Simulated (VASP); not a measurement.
# Nb2Te (P6/mmm) in VASP: further runs

The runs below take Nb2Te through single point, relaxation of cell and atoms, with PBE.

Program: VASP 6.6.1. These are calculated values, not measurements. Logs are shortened: lines on timing, memory, paths and dates and some standing lists are left out, and cuts for length are marked.

### Step 1. The cell of the first run

The structure is hexagonal, space group P6/mmm (No. 191). Conventional cell: a = 5.030 Å, b = 5.030 Å, c = 2.986 Å, α = 90.00°, β = 90.00°, γ = 120.00°. Nb (site symmetry -6m2) has 5 Nb at 2.90 to 2.99 Å and 3 Te at 2.90 Å within 3.8 Å. Te (site symmetry 6/mmm) has 6 Nb at 2.90 Å and 2 Te at 2.99 Å within 3.8 Å.

### Step 2. Single point, PBE

File INCAR:

```
PREC = Accurate
ENCUT = 520
EDIFF = 1E-7
ISMEAR = 0
SIGMA = 0.1
LREAL = F
LASPH = T
NELM = 60
ALGO = Normal
ISIF = 2
LWAVE = F
LCHARG = F
GGA = PE
NBANDS = 23
```

File KPOINTS:

```
regular mesh
0
Gamma
  6 6 4
```

File POSCAR:

```
Nb2Te
1.0
    5.0296623633      0.0000000000      0.0000000000
   -2.5148311817      4.3558153791      0.0000000000
    0.0000000000      0.0000000000      2.9864636657
Nb Te
2 1
Direct
    0.3333333333      0.6666666667      0.5000000000
    0.6666666667      0.3333333333      0.5000000000
    0.0000000000      0.0000000000      0.5000000000
```

Potentials or basis: VASP PAW PBE potentials, release 64 (Nb_sv, Te).

Run with:

```console
$ cat potpaw_PBE.64/Nb_sv/POTCAR potpaw_PBE.64/Te/POTCAR > POTCAR
$ mpirun -np 1 vasp_std > vasp.out
```

OUTCAR:

```text
PREC = Accurate
   ENCUT = 520
   EDIFF = 1E-7
   ISMEAR = 0
   LREAL = F
   LASPH = T
   NELM = 60
   ISIF = 2
   GGA = PE

 ion  position               nearest neighbor table
   1  0.333  0.667  0.500-   2 2.90   2 2.90   3 2.90   3 2.90   3 2.90   2 2.90
   2  0.667  0.333  0.500-   1 2.90   1 2.90   3 2.90   3 2.90   3 2.90   1 2.90
   3  0.000  0.000  0.500-   1 2.90   2 2.90   2 2.90   1 2.90   2 2.90   1 2.90

  LATTYP: Found a hexagonal cell.
 ALAT       =     5.0296623633
 C/A-ratio  =     0.5937702076

  Lattice vectors:

 A1 = (   5.0296623633,   0.0000000000,   0.0000000000)
 A2 = (  -2.5148311817,   4.3558153791,   0.0000000000)
 A3 = (   0.0000000000,   0.0000000000,   2.9864636657)

Analysis of symmetry for initial positions (statically):
=====================================================================
 Subroutine PRICEL returns:
 Original cell was already a primitive cell.

 Routine SETGRP: Setting up the symmetry group for a
 hexagonal supercell.

 Subroutine GETGRP returns: Found 24 space group operations
 (whereof 24 operations were pure point group operations)
 out of a pool of 24 trial point group operations.

The static configuration has the point symmetry D_6h.

Analysis of symmetry for dynamics (positions and initial velocities):
=====================================================================
 Subroutine PRICEL returns:
 Original cell was already a primitive cell.

 Routine SETGRP: Setting up the symmetry group for a
 hexagonal supercell.

 Subroutine GETGRP returns: Found 24 space group operations
 (whereof 24 operations were pure point group operations)
 out of a pool of 24 trial point group operations.

The dynamic configuration has the point symmetry D_6h.

 Subroutine INISYM returns: Found 24 space group operations
 (whereof 24 operations are pure point group operations),
 and found     1 'primitive' translations

----------------------------------------------------------------------------------------

                                     Primitive cell

  volume of cell :      65.4283

  direct lattice vectors                    reciprocal lattice vectors
     5.029662363  0.000000000  0.000000000     0.198820503  0.114789071  0.000000000
    -2.514831182  4.355815379  0.000000000     0.000000000  0.229578142  0.000000000
     0.000000000  0.000000000  2.986463666     0.000000000  0.000000000  0.334844188

  length of vectors
     5.029662363  5.029662363  2.986463666     0.229578142  0.229578142  0.334844188

  position of ions in fractional coordinates (direct lattice)
     0.333333333  0.666666667  0.500000000
     0.666666667  0.333333333  0.500000000
     0.000000000  0.000000000  0.500000000

  ion indices of the primitive-cell ions
   primitive index   ion index
                 1           1
                 2           2
                 3           3

----------------------------------------------------------------------------------------

 KPOINTS: regular mesh

Automatic generation of k-mesh.
 Grid dimensions read from file:
 generate k-points for:    6    6    4

 Generating k-lattice:

  Cartesian coordinates                     Fractional coordinates (reciprocal lattice)
     0.033136750  0.019131512  0.000000000     0.166666667  0.000000000  0.000000000
     0.000000000  0.038263024  0.000000000     0.000000000  0.166666667  0.000000000
     0.000000000  0.000000000  0.083711047     0.000000000  0.000000000  0.250000000

  Length of vectors
     0.038263024  0.038263024  0.083711047

  Shift w.r.t. Gamma in fractional coordinates (k-lattice)
     0.000000000  0.000000000  0.000000000

 Subroutine IBZKPT returns following result:
 ===========================================

 Found     21 irreducible k-points:

 Following reciprocal coordinates:
            Coordinates               Weight
  0.000000  0.000000  0.000000      1.000000
  0.166667  0.000000  0.000000      6.000000
  0.333333  0.000000  0.000000      6.000000
  0.500000  0.000000  0.000000      3.000000
  0.166667  0.166667  0.000000      6.000000
  0.333333  0.166667  0.000000     12.000000
[... 13 lines left out ...]
  0.333333  0.166667  0.500000     12.000000
  0.333333  0.333333  0.500000      2.000000
   k-points           NKPTS =     21   k-points in BZ     NKDIM =     21   number of bands    NBANDS=     23
   number of dos      NEDOS =    301   number of ions     NIONS =      3
   total plane-waves  NPLWV =  38400
   dimension x,y,z NGX =    40 NGY =   40 NGZ =   24
   dimension x,y,z NGXF=    80 NGYF=   80 NGZF=   48
   ions per type =               2   1
   NGX,Y,Z   is equivalent  to a cutoff of  13.22, 13.22, 13.36 a.u.
   NGXF,Y,Z  is equivalent  to a cutoff of  26.44, 26.44, 26.72 a.u.
 SYSTEM =  unknown system
   PREC   = accura    normal or accurate (medium, high low for compatibility)
   ISTART =      0    job   : 0-new  1-cont  2-samecut
   ICHARG =      2    charge: 1-file 2-atom 10-const
   ISPIN  =      1    spin polarized calculation?
   LNONCOLLINEAR =      F non collinear calculations
   LSORBIT =      F    spin-orbit coupling
   LASPH  =      T    aspherical Exc in radial PAW
   ENCUT  =  520.0 eV  38.22 Ry    6.18 a.u.   9.35  9.35  5.55*2*pi/ulx,y,z
   NELM   =     60;   NELMIN=  2; NELMDL= -5     # of ELM steps
   EDIFF  = 0.1E-06   stopping-criterion for ELM
   LREAL  =      F    real-space projection
   EDIFFG = 0.1E-05   stopping-criterion for IOM
   NSW    =      0    number of steps for IOM
   IBRION =     -1    ionic relax: 0-MD 1-quasi-New 2-CG
   NFREE  =      0    steps in history (QN), initial steepest desc. (CG)
   ISIF   =      2    stress and relaxation
   ISYM   =      2    0-nonsym 1-usesym 2-fastsym
   POTIM  = 0.5000    time-step for ionic-motion
   TEBEG  =    0.0;   TEEND  =   0.0 temperature during run
   PSTRESS=    0.0 pullay stress
   NELECT =      32.0000    total number of electrons
   NUPDOWN=      -1.0000    fix difference up-down
   EMIN   =  10.00;   EMAX   =-10.00  energy-range for DOS
   EFERMI =   0.00;   METHOD = LEGACY
   ISMEAR =     0;   SIGMA  =   0.10  broadening in eV -4-tet -1-fermi 0-gaus
   EFERMI_NEDOS =   21; number of points for ismear=-14 and -15
   IALGO  =     38    algorithm
   IMIX   =      4    mixing-type and parameters
     AMIX     =   0.40;   BMIX     =  1.00
     AMIX_MAG =   1.60;   BMIX_MAG =  1.00
  volume/ion in A,a.u.               =      21.81       147.18
  Fermi-wavevector in a.u.,A,eV,Ry     =   1.289841  2.437447 22.635888  1.663691
  Thomas-Fermi vector in A             =   2.421710
   LORBIT       =      0    0 simple, 1 ext, 2 COOP (PROOUT), +10 PAW based schemes
   GGA     = PE    functional components
   LHFCALC =     F    Hartree Fock is set to
   AEXX    =    0.0000 exact exchange contribution
   IVDW    =     0    specifies the selected vdW correction
   LEPSILON=     F    determine dielectric tensor
   LRPA    =     F    only Hartree local field effects (RPA)
 non-spin polarized calculation
 Gauss-broadening in eV      SIGMA  =   0.10
  energy-cutoff  :      520.00
  volume of cell :       65.43
 maximum number of plane-waves:      1788
 NGX is ok and might be reduce to    40
   NGX = 19   NGY = 19   NGZ = 11

 number of electron      32.0000003 magnetization

 Free energy of the ion-electron system (eV)
  ---------------------------------------------------
  ext. energy  EPLUGINS =         0.00000000
  ---------------------------------------------------
  free energy    TOTEN  =       -21.61265032 eV

  energy without entropy =      -21.58703555  energy(sigma->0) =      -21.59984294

 E-fermi :  10.2266     XC(G=0): -11.3733

 val. band max:       10.2204451962   @ k =   0.1667   0.0000   0.2500
 cond. band min:      10.2580451096   @ k =   0.3333   0.1667   0.2500
 fundamental gap:      0.0375999134
 Fermi energy:        10.2265667084

 k-point     1 :       0.0000    0.0000    0.0000
  band No.  band energies     occupation
      1     -44.8587      2.00000
      2     -44.7254      2.00000
      3     -21.1484      2.00000
      4     -21.1484      2.00000
      5     -20.6253      2.00000
      6     -20.6253      2.00000
[... 15 lines left out ...]
     22      13.6473      0.00000
     23      13.6473      0.00000

 k-point     2 :       0.1667    0.0000    0.0000
  band No.  band energies     occupation
      1     -44.8509      2.00000
      2     -44.7333      2.00000
      3     -21.1637      2.00000
      4     -21.1265      2.00000
      5     -20.6510      2.00000
      6     -20.6094      2.00000
[... 15 lines left out ...]
     22      13.1777      0.00000
     23      14.0222      0.00000

 k-point     3 :       0.3333    0.0000    0.0000
  band No.  band energies     occupation
      1     -44.8307      2.00000
      2     -44.7537      2.00000
      3     -21.1918      2.00000
      4     -21.0733      2.00000
      5     -20.7115      2.00000
      6     -20.5801      2.00000
[... 15 lines left out ...]
     22      13.3424      0.00000
     23      14.5615      0.00000

 k-point     4 :       0.5000    0.0000    0.0000
  band No.  band energies     occupation
      1     -44.8145      2.00000
      2     -44.7700      2.00000
      3     -21.2049      2.00000
      4     -21.0387      2.00000
      5     -20.7498      2.00000
      6     -20.5664      2.00000
[... 15 lines left out ...]
     22      13.4180      0.00000
     23      14.6302      0.00000

 k-point     5 :       0.1667    0.1667    0.0000
  band No.  band energies     occupation
      1     -44.8366      2.00000
      2     -44.7477      2.00000
      3     -21.1913      2.00000
      4     -21.0788      2.00000
      5     -20.7024      2.00000
      6     -20.5827      2.00000
[... 15 lines left out ...]
     22      13.3330      0.00000
     23      14.4659      0.00000

 k-point     6 :       0.3333    0.1667    0.0000
  band No.  band energies     occupation
      1     -44.8145      2.00000
      2     -44.7700      2.00000
      3     -21.2190      2.00000
      4     -21.0059      2.00000
      5     -20.7783      2.00000
      6     -20.5605      2.00000
[... 15 lines left out ...]
     22      13.4820      0.00000
     23      14.5802      0.00000

 k-point     7 :       0.3333    0.3333    0.0000
  band No.  band energies     occupation
      1     -44.7923      2.00000
      2     -44.7923      2.00000
      3     -21.2368      2.00000
      4     -20.8914      2.00000
      5     -20.8914      2.00000
      6     -20.5421      2.00000
[... 275 lines left out ...]
     22      13.4202      0.00000
     23      14.9344      0.00000

 k-point    18 :       0.5000    0.0000    0.5000
  band No.  band energies     occupation
      1     -44.7521      2.00000
      2     -44.7086      2.00000
      3     -21.1679      2.00000
      4     -21.1254      2.00000
      5     -21.1157      2.00000
      6     -20.9626      2.00000
[... 15 lines left out ...]
     22      13.9323      0.00000
     23      15.0507      0.00000

 k-point    19 :       0.1667    0.1667    0.5000
  band No.  band energies     occupation
      1     -44.7737      2.00000
      2     -44.6869      2.00000
      3     -21.1942      2.00000
      4     -21.1122      2.00000
      5     -21.0894      2.00000
      6     -21.0042      2.00000
[... 15 lines left out ...]
     22      13.3489      0.00000
     23      15.1363      0.00000

 k-point    20 :       0.3333    0.1667    0.5000
  band No.  band energies     occupation
      1     -44.7521      2.00000
      2     -44.7087      2.00000
      3     -21.1679      2.00000
      4     -21.1378      2.00000
      5     -21.1157      2.00000
      6     -20.9328      2.00000
[... 15 lines left out ...]
     22      14.5507      0.00000
     23      15.1191      0.00000

 k-point    21 :       0.3333    0.3333    0.5000
  band No.  band energies     occupation
      1     -44.7304      2.00000
      2     -44.7304      2.00000
      3     -21.1540      2.00000
      4     -21.1418      2.00000
      5     -21.1418      2.00000
      6     -20.8231      2.00000
[... 15 lines left out ...]
     22      14.0004      0.00000
     23      15.3646      0.00000

------------------------ aborting loop because EDIFF is reached ----------------------------------------

  FORCE on cell =-STRESS in cart. coord.  units (eV):
  Direction    XX          YY          ZZ          XY          YZ          ZX
  --------------------------------------------------------------------------------------
  -------------------------------------------------------------------------------------
  Total        0.0481349      0.0481349     -0.0787281     -0.0000000      0.0000000      0.0000000
  in kB        1.1787052      1.1787052     -1.9278562     -0.0000000      0.0000000      0.0000000
  external PRESSURE =       0.1431847 kB  Pullay stress =       0.0000000 kB

 VOLUME and BASIS-vectors are now :
 -----------------------------------------------------------------------------
  energy-cutoff  :      520.00
  volume of cell :       65.43
      direct lattice vectors                 reciprocal lattice vectors
     5.029662363  0.000000000  0.000000000     0.198820503  0.114789071  0.000000000
    -2.514831182  4.355815379  0.000000000     0.000000000  0.229578142  0.000000000
     0.000000000  0.000000000  2.986463666     0.000000000  0.000000000  0.334844188

 POSITION                                       TOTAL-FORCE (eV/Angst)
 -----------------------------------------------------------------------------------
     -0.00000      2.90388      1.49323         0.000000      0.000000     -0.000000
      2.51483      1.45194      1.49323        -0.000000      0.000000      0.000000
      0.00000      0.00000      1.49323         0.000000      0.000000      0.000000
 -----------------------------------------------------------------------------------
    total drift:                                0.000000      0.000000      0.000000

  FREE ENERGIE OF THE ION-ELECTRON SYSTEM (eV)
  ---------------------------------------------------
  free  energy   TOTEN  =       -21.6126503197 eV

  energy  without entropy=      -21.5870355534  energy(sigma->0) =      -21.59984294
```

Run time: 20 s. Hardware: 1 thread of Intel Xeon 6975P-C (Granite Rapids), shared host; peak memory 0.19 GiB.

Results:

| Property | Result |
| --- | --- |
| Free energy | -21.6127 eV |
| Pressure | 0.0 GPa |
| Band gap on the k mesh | zero (band 16 reaches 11.23 eV, above the bottom of band 17 at 9.35 eV) |

Caveat: the k points lie up to 0.53 Å⁻¹ apart; spin-orbit coupling is left out, which moves the levels of the heavy elements.

### Step 3. Single point, PBE

This run uses another cell than the first one, of 24.44 Å³/atom, 1.120 times its volume.

File INCAR:

```
  ALGO = Fast
  EDIFF = 1E-7
  ENCUT = 520
  GGA = PE
  ISIF = 2
  ISMEAR = 0
  LASPH = T
  LCHARG = T
  LELF = T
  LREAL = F
  LVHAR = T
  LWAVE = F
  NBANDS = 23
  NELM = 100
  PREC = Accurate
  SIGMA = 0.1
```

File KPOINTS:

```
k-points
0
Gamma
  6 6 4
```

File POSCAR:

```
Nb2Te
1.0
    4.4524703600      0.0000000000      0.0000000000
   -2.2262351800      3.8559524500      0.0000000000
    0.0000000000      0.0000000000      4.2701418000
Nb Te
2 1
Direct
    0.3333333300      0.6666666700      0.5000000000
    0.6666666700      0.3333333300      0.5000000000
    0.0000000000      0.0000000000      0.5000000000
```

Potentials or basis: VASP PAW PBE potentials, release 64 (Nb_sv, Te).

Run with:

```console
$ cat potpaw_PBE.64/Nb_sv/POTCAR potpaw_PBE.64/Te/POTCAR > POTCAR
$ mpirun -np 1 vasp_std > vasp.out
```

It took 65 s on 1 thread of Intel Xeon 6975P-C (Granite Rapids), shared host; peak memory 0.2 GiB.

It converged, with:

* Free energy: -18.6434 eV
* Pressure: 31.0 GPa
* Band gap on the k mesh: zero (band 16 reaches 8.88 eV, above the bottom of band 17 at 7.12 eV)

Stress tensor (GPa, compression positive):
```
50.44  0.00  0.00
 0.00 50.44  0.00
 0.00  0.00 -7.87
```

Levels at points of the mesh, in eV from the Fermi level:
```
           k point  band 14  band 15  band 16  band 17  band 18  band 19
(0.00, 0.00, 0.00)    -0.97    -0.97     0.10     0.10     1.72     1.72
(0.50, 0.00, 0.00)    -1.63    -1.14     0.05     0.13     0.93     1.98
(0.00, 0.00, 0.50)    -1.41     0.17     0.17     0.21     1.17     1.17
(0.50, 0.00, 0.50)    -2.22    -0.73     0.49     1.28     1.76     2.03
```

Caveat: the k points lie up to 0.37 Å⁻¹ apart; spin-orbit coupling is left out, which moves the levels of the heavy elements.

### Step 4. Single point, PBE

This run uses another cell than the first one, of 21.60 Å³/atom, 0.990 times its volume.

File INCAR:

```
ALGO = Normal
EDIFF = 1E-6
ENCUT = 520
GGA = PE
ISIF = 2
ISMEAR = 0
LASPH = True
LCHARG = False
LREAL = False
LWAVE = False
NBANDS = 23
NELM = 100
PREC = Accurate
SIGMA = 0.1
```

File KPOINTS:

```
k-points
0
Gamma
  6 6 6
```

File POSCAR:

```
Nb2Te
1.0
    5.0408995021      0.0000000000      0.0000000000
   -2.5204497511      4.3655470267      0.0000000000
    0.0000000000      0.0000000000      2.9446966544
Nb Te
2 1
Direct
    0.3333333333      0.6666666667      0.5000000000
    0.6666666667      0.3333333333      0.5000000000
    0.0000000000      0.0000000000      0.5000000000
```

Run with:

```console
$ cat potpaw_PBE.64/Nb_sv/POTCAR potpaw_PBE.64/Te/POTCAR > POTCAR
$ mpirun -np 1 vasp_std > vasp.out
```

It took 26 s on 1 thread of Intel Xeon 6975P-C (Granite Rapids), shared host; peak memory 0.2 GiB.

The run converged. Its results:

```
Free energy            : -21.7297 eV
Pressure               : 0.0 GPa
Band gap on the k mesh : zero (band 16 reaches 11.44 eV, above the bottom of band 17 at 9.39 eV)
```

Levels at points of the mesh, in eV from the Fermi level:
| k point | band 12 | band 13 | band 14 | band 15 | band 16 | band 17 | band 18 | band 19 | band 20 | band 21 |
| --- | --- | --- | --- | --- | --- | --- | --- | --- | --- | --- |
| (0.00, 0.00, 0.00) | -3.06 | -1.28 | -0.91 | -0.65 | -0.65 | 1.68 | 1.68 | 3.09 | 3.09 | 3.24 |
| (0.50, 0.00, 0.00) | -2.81 | -2.15 | -1.58 | -1.11 | 0.95 | 1.12 | 1.38 | 1.45 | 2.56 | 2.79 |
| (0.00, 0.00, 0.50) | -3.78 | -2.23 | -2.23 | -0.40 | -0.40 | 0.38 | 0.38 | 0.63 | 2.51 | 4.72 |
| (0.50, 0.00, 0.50) | -3.20 | -2.88 | -1.44 | -1.32 | -0.84 | 0.44 | 0.86 | 1.84 | 2.01 | 2.98 |

Caveat: spin-orbit coupling is left out, which moves the levels of the heavy elements.

(Part 1 of 2 ends here.)
